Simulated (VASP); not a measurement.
Wanted: the native input for a VASP 6.6.1 run.

| Quantity | Value |
| --- | --- |
| Task | single point |
| Functional | PBEsol |
| Potentials or basis | VASP PAW PBE potentials, release 64 (W_sv) |
| Cutoff | 520 eV |
| k mesh | 20 × 20 × 20 |
| Occupations | gaussian, width 0.15 eV |
| Spin | no spin polarisation |
| Dipole correction | no |
| Further INCAR settings | ALGO = Fast; EDIFF = 1e-06; NBANDS = 13 |

The structure of W lies in POSCAR:

```
W
1.0
   -1.5174350000      1.5174350000      1.5973000000
    1.5174350000     -1.5174350000      1.5973000000
    1.5174350000      1.5174350000     -1.5973000000
W
1
Direct
    0.0000000000      0.0000000000      0.0000000000
```

This cell differs from its parent crystal: strain -0.050 along x and y, +0.000 along z.

The input as run:

INCAR

```
PREC = Accurate
ENCUT = 520
EDIFF = 1E-6
ISMEAR = 0
SIGMA = 0.15
LREAL = False
LASPH = True
NELM = 80
ALGO = Fast
ISIF = 2
LWAVE = False
LCHARG = False
GGA = PS
NBANDS = 13
```

KPOINTS

```
regular mesh
0
Gamma
  20 20 20
```

Potentials or basis: VASP PAW PBE potentials, release 64 (W_sv).

Run with:

```bash
$ cat potpaw_PBE.64/W_sv/POTCAR > POTCAR
$ mpirun -np 1 vasp_std > vasp.out
```

It gave:

```yaml
Pressure: 25.2 GPa
Band_gap_on_the_k_mesh: zero (bands 7 and 8 overlap by 6.62 eV)
```

Caveat: the cell differs from its parent crystal (strain -0.050 along x and y, +0.000 along z); the stress differs along the axes, from 12 to 32 GPa; the PAW data sets were made with another functional, which shifts forces and pressure a little; spin-orbit coupling is left out, which moves the levels of the heavy elements.

Wall time 56 s on 1 thread of Intel(R) Xeon(R) Platinum 8488C (Sapphire Rapids) (shared host), peak memory 0.22 GiB.
